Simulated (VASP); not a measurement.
# Hg (I4/mmm) in VASP: single point with PBEsol

Aim: the single point of Hg with PBEsol.

Program: VASP 6.6.1. These are calculated values, not measurements. Logs are shortened: lines on timing, memory, paths and dates and some standing lists are left out, and cuts for length are marked.

## 1. The cell of the first run

The structure is tetragonal, space group I4/mmm (No. 139). Conventional cell: a = 4.139 Å, b = 4.139 Å, c = 3.605 Å, α = 90.00°, β = 90.00°, γ = 90.00°. Hg (site symmetry 4/mmm) has 14 Hg at 3.44 to 4.14 Å within 4.5 Å.

## 2. Single point, PBEsol

The input, INCAR:

```
  PREC = Accurate
  ENCUT = 520
  EDIFF = 1E-6
  ISMEAR = 0
  SIGMA = 0.15
  LREAL = False
  LASPH = True
  NELM = 80
  ALGO = Fast
  ISIF = 2
  LWAVE = False
  LCHARG = False
  GGA = PS
  NBANDS = 12
```

The input, KPOINTS:

```
Automatic mesh
0
Gamma
  18 18 18
```

The input, POSCAR:

```
Hg
1.0
   -2.0696950000      2.0696950000      1.8022580000
    2.0696950000     -2.0696950000      1.8022580000
    2.0696950000      2.0696950000     -1.8022580000
Hg
1
Direct
    0.0000000000      0.0000000000      0.0000000000
```

Potentials or basis: VASP PAW PBE potentials, release 64 (Hg).

Started as:

```bash
> cat potpaw_PBE.64/Hg/POTCAR > POTCAR
> mpirun -np 1 vasp_std > vasp.out
```

OUTCAR:

```text
PREC = Accurate
   ENCUT = 520
   EDIFF = 1E-6
   ISMEAR = 0
   LREAL = False
   LASPH = True
   NELM = 80
   ISIF = 2
   GGA = PS

 ion  position               nearest neighbor table
   1  0.000  0.000  0.000-

  LATTYP: Found a body centered tetragonal cell.
 ALAT       =     4.1393900000
 C/A-ratio  =     0.8707843426

  Lattice vectors:

 A1 = (  -2.0696950000,   2.0696950000,   1.8022580000)
 A2 = (   2.0696950000,  -2.0696950000,   1.8022580000)
 A3 = (   2.0696950000,   2.0696950000,  -1.8022580000)

Analysis of symmetry for initial positions (statically):
=====================================================================
 Subroutine PRICEL returns:
 Original cell was already a primitive cell.

 Routine SETGRP: Setting up the symmetry group for a
 body centered tetragonal supercell.

 Subroutine GETGRP returns: Found 16 space group operations
 (whereof 16 operations were pure point group operations)
 out of a pool of 16 trial point group operations.

The static configuration has the point symmetry D_4h.

Analysis of symmetry for dynamics (positions and initial velocities):
=====================================================================
 Subroutine PRICEL returns:
 Original cell was already a primitive cell.

 Routine SETGRP: Setting up the symmetry group for a
 body centered tetragonal supercell.

 Subroutine GETGRP returns: Found 16 space group operations
 (whereof 16 operations were pure point group operations)
 out of a pool of 16 trial point group operations.

The dynamic configuration has the point symmetry D_4h.

 Subroutine INISYM returns: Found 16 space group operations
 (whereof 16 operations are pure point group operations),
 and found     1 'primitive' translations

----------------------------------------------------------------------------------------

                                     Primitive cell

  volume of cell :      30.8809

  direct lattice vectors                    reciprocal lattice vectors
    -2.069695000  2.069695000  1.802258000     0.000000000  0.241581489  0.277429758
     2.069695000 -2.069695000  1.802258000     0.241581489  0.000000000  0.277429758
     2.069695000  2.069695000 -1.802258000     0.241581489  0.241581489  0.000000000

  length of vectors
     3.437354897  3.437354897  3.437354897     0.367870747  0.367870747  0.341647818

  position of ions in fractional coordinates (direct lattice)
     0.000000000  0.000000000  0.000000000

  ion indices of the primitive-cell ions
   primitive index   ion index
                 1           1

----------------------------------------------------------------------------------------

 KPOINTS: Automatic mesh

Automatic generation of k-mesh.
 Grid dimensions read from file:
 generate k-points for:   18   18   18

 Generating k-lattice:

  Cartesian coordinates                     Fractional coordinates (reciprocal lattice)
     0.000000000  0.013421194  0.015412764     0.055555556  0.000000000  0.000000000
     0.013421194  0.000000000  0.015412764     0.000000000  0.055555556  0.000000000
     0.013421194  0.013421194  0.000000000     0.000000000  0.000000000  0.055555556

  Length of vectors
     0.020437264  0.020437264  0.018980434

  Shift w.r.t. Gamma in fractional coordinates (k-lattice)
     0.000000000  0.000000000  0.000000000

 Subroutine IBZKPT returns following result:
 ===========================================

 Found    480 irreducible k-points:

 Following reciprocal coordinates:
            Coordinates               Weight
  0.000000  0.000000  0.000000      1.000000
  0.055556 -0.000000  0.000000      8.000000
  0.111111 -0.000000  0.000000      8.000000
  0.166667  0.000000  0.000000      8.000000
  0.222222 -0.000000  0.000000      8.000000
  0.277778  0.000000  0.000000      8.000000
[... 16 lines left out ...]
 -0.277778  0.055556 -0.000000     16.000000
 -0.222222  0.055556 -0.000000     16.000000
 [... further k-points ...]
   k-points           NKPTS =    480   k-points in BZ     NKDIM =    480   number of bands    NBANDS=     12
   number of dos      NEDOS =    301   number of ions     NIONS =      1
   total plane-waves  NPLWV =  21952
   dimension x,y,z NGX =    28 NGY =   28 NGZ =   28
   dimension x,y,z NGXF=    56 NGYF=   56 NGZF=   56
   ions per type =               1
   NGX,Y,Z   is equivalent  to a cutoff of  13.54, 13.54, 13.54 a.u.
   NGXF,Y,Z  is equivalent  to a cutoff of  27.08, 27.08, 27.08 a.u.
 SYSTEM =  unknown system
   PREC   = accura    normal or accurate (medium, high low for compatibility)
   ISTART =      0    job   : 0-new  1-cont  2-samecut
   ICHARG =      2    charge: 1-file 2-atom 10-const
   ISPIN  =      1    spin polarized calculation?
   LNONCOLLINEAR =      F non collinear calculations
   LSORBIT =      F    spin-orbit coupling
   LASPH  =      T    aspherical Exc in radial PAW
   ENCUT  =  520.0 eV  38.22 Ry    6.18 a.u.   6.39  6.39  6.39*2*pi/ulx,y,z
   NELM   =     80;   NELMIN=  2; NELMDL= -5     # of ELM steps
   EDIFF  = 0.1E-05   stopping-criterion for ELM
   LREAL  =      F    real-space projection
   EDIFFG = 0.1E-04   stopping-criterion for IOM
   NSW    =      0    number of steps for IOM
   IBRION =     -1    ionic relax: 0-MD 1-quasi-New 2-CG
   NFREE  =      0    steps in history (QN), initial steepest desc. (CG)
   ISIF   =      2    stress and relaxation
   ISYM   =      2    0-nonsym 1-usesym 2-fastsym
   POTIM  = 0.5000    time-step for ionic-motion
   TEBEG  =    0.0;   TEEND  =   0.0 temperature during run
   PSTRESS=    0.0 pullay stress
   NELECT =      12.0000    total number of electrons
   NUPDOWN=      -1.0000    fix difference up-down
   EMIN   =  10.00;   EMAX   =-10.00  energy-range for DOS
   EFERMI =   0.00;   METHOD = LEGACY
   ISMEAR =     0;   SIGMA  =   0.15  broadening in eV -4-tet -1-fermi 0-gaus
   EFERMI_NEDOS =   21; number of points for ismear=-14 and -15
   IALGO  =     68    algorithm
   IMIX   =      4    mixing-type and parameters
     AMIX     =   0.40;   BMIX     =  1.00
     AMIX_MAG =   1.60;   BMIX_MAG =  1.00
  volume/ion in A,a.u.               =      30.88       208.39
  Fermi-wavevector in a.u.,A,eV,Ry     =   1.194645  2.257551 19.417902  1.427176
  Thomas-Fermi vector in A             =   2.330630
   LORBIT       =      0    0 simple, 1 ext, 2 COOP (PROOUT), +10 PAW based schemes
   GGA     = PS    functional components
   LHFCALC =     F    Hartree Fock is set to
   AEXX    =    0.0000 exact exchange contribution
   IVDW    =     0    specifies the selected vdW correction
   LEPSILON=     F    determine dielectric tensor
   LRPA    =     F    only Hartree local field effects (RPA)
 non-spin polarized calculation
 RMM-DIIS sequential band-by-band and
 Gauss-broadening in eV      SIGMA  =   0.15
  energy-cutoff  :      520.00
  volume of cell :       30.88
 maximum number of plane-waves:       855
 NGX is ok and might be reduce to    28
   NGX = 13   NGY = 13   NGZ = 13

 number of electron      12.0000002 magnetization

 Free energy of the ion-electron system (eV)
  ---------------------------------------------------
  ext. energy  EPLUGINS =         0.00000000
  ---------------------------------------------------
  free energy    TOTEN  =        -0.45880074 eV

  energy without entropy =       -0.45701449  energy(sigma->0) =       -0.45790762

 E-fermi :   0.6832     XC(G=0):  -9.6195

 val. band max:        0.6808908174   @ k =  -0.3333  -0.4444   0.3333
 cond. band min:       0.7230459258   @ k =  -0.4444   0.4444   0.0000
 fundamental gap:      0.0421551085
 Fermi energy:         0.6831824595

 k-point     1 :       0.0000    0.0000    0.0000
  band No.  band energies     occupation
      1      -6.4369      2.00000
      2      -5.7481      2.00000
      3      -5.4928      2.00000
      4      -5.4928      2.00000
      5      -5.2714      2.00000
      6      -4.9910      2.00000
      7      12.4747      0.00000
      8      12.4747      0.00000
      9      14.8030      0.00000
     10      15.3994      0.00000
     11      15.3994      0.00000
     12      16.2308      0.00000

 k-point     2 :       0.0556   -0.0000    0.0000
  band No.  band energies     occupation
      1      -6.3658      2.00000
      2      -5.7375      2.00000
      3      -5.4924      2.00000
      4      -5.4892      2.00000
      5      -5.2647      2.00000
      6      -4.9995      2.00000
      7      12.2109      0.00000
      8      12.3051      0.00000
      9      14.1064      0.00000
     10      15.1151      0.00000
     11      15.2183      0.00000
     12      15.9718      0.00000

 k-point     3 :       0.1111   -0.0000    0.0000
  band No.  band energies     occupation
      1      -6.1633      2.00000
      2      -5.7202      2.00000
      3      -5.4853      2.00000
      4      -5.4646      2.00000
      5      -5.2419      2.00000
      6      -5.0220      2.00000
      7      11.4178      0.00000
      8      11.8436      0.00000
      9      12.6530      0.00000
     10      14.5291      0.00000
     11      14.8355      0.00000
     12      15.9308      0.00000
[... 286 lines left out ...]
 k-point    23 :      -0.2778    0.0556   -0.0000
  band No.  band energies     occupation
      1      -5.7862      2.00000
      2      -5.7713      2.00000
      3      -5.2357      2.00000
      4      -5.1676      2.00000
      5      -5.0886      2.00000
      6      -4.6803      2.00000
      7       7.2010      0.00000
      8       9.3954      0.00000
      9      10.7004      0.00000
     10      13.2832      0.00000
     11      14.7621      0.00000
     12      17.2663      0.00000

 k-point    24 :      -0.2222    0.0556   -0.0000
  band No.  band energies     occupation
      1      -5.8056      2.00000
      2      -5.7304      2.00000
      3      -5.4102      2.00000
      4      -5.2578      2.00000
      5      -5.1440      2.00000
      6      -5.0408      2.00000
      7       8.8324      0.00000
      8      10.2395      0.00000
      9      11.4008      0.00000
     10      13.6663      0.00000
     11      15.1626      0.00000
     12      16.7058      0.00000

 [... further k-points ...]

------------------------ aborting loop because EDIFF is reached ----------------------------------------

  FORCE on cell =-STRESS in cart. coord.  units (eV):
  Direction    XX          YY          ZZ          XY          YZ          ZX
  --------------------------------------------------------------------------------------
  -------------------------------------------------------------------------------------
  Total       -0.6189429     -0.6189429     -0.5828324      0.0000000      0.0000000      0.0000000
  in kB      -32.1123064    -32.1123064    -30.2388059      0.0000000      0.0000000      0.0000000
  external PRESSURE =     -31.4878062 kB  Pullay stress =       0.0000000 kB

 VOLUME and BASIS-vectors are now :
 -----------------------------------------------------------------------------
  energy-cutoff  :      520.00
  volume of cell :       30.88
      direct lattice vectors                 reciprocal lattice vectors
    -2.069695000  2.069695000  1.802258000     0.000000000  0.241581489  0.277429758
     2.069695000 -2.069695000  1.802258000     0.241581489  0.000000000  0.277429758
     2.069695000  2.069695000 -1.802258000     0.241581489  0.241581489  0.000000000

 POSITION                                       TOTAL-FORCE (eV/Angst)
 -----------------------------------------------------------------------------------
      0.00000      0.00000      0.00000        -0.000000      0.000000     -0.000000
 -----------------------------------------------------------------------------------
    total drift:                               -0.000000      0.000000      0.000000

  FREE ENERGIE OF THE ION-ELECTRON SYSTEM (eV)
  ---------------------------------------------------
  free  energy   TOTEN  =        -0.4588007449 eV

  energy  without entropy=       -0.4570144941  energy(sigma->0) =       -0.45790762
```

Run time: 3.2 min. Hardware: 1 thread of AMD EPYC 7R43 (Zen 3), shared host; peak memory 0.26 GiB.

What came out:

| Quantity | Value |
| --- | --- |
| Free energy | -0.4588 eV |
| Pressure | -3.1 GPa |
| Band gap on the k mesh | zero (bands 6 and 7 overlap by 1.79 eV) |

Stress tensor (GPa, compression positive):
```
-3.21  0.00  0.00
 0.00 -3.21  0.00
 0.00  0.00 -3.02
```

Levels at points of the mesh, in eV from the Fermi level:
```tsv
k point	band 4	band 5	band 6	band 7	band 8	band 9
(0.00, 0.00, 0.00)	-6.18	-5.95	-5.67	11.79	11.79	14.12
(0.50, 0.00, 0.00)	-5.58	-5.40	-1.41	-0.22	7.58	8.52
(0.50, 0.50, 0.00)	-5.82	-5.43	-2.23	-0.66	9.57	10.85
(0.50, 0.50, 0.50)	-5.50	-5.43	1.13	2.91	2.91	5.67
```

Caveat: the cell stands under tension; the PAW data sets were made with another functional, which shifts forces and pressure a little; spin-orbit coupling is left out, which moves the levels of the heavy elements.
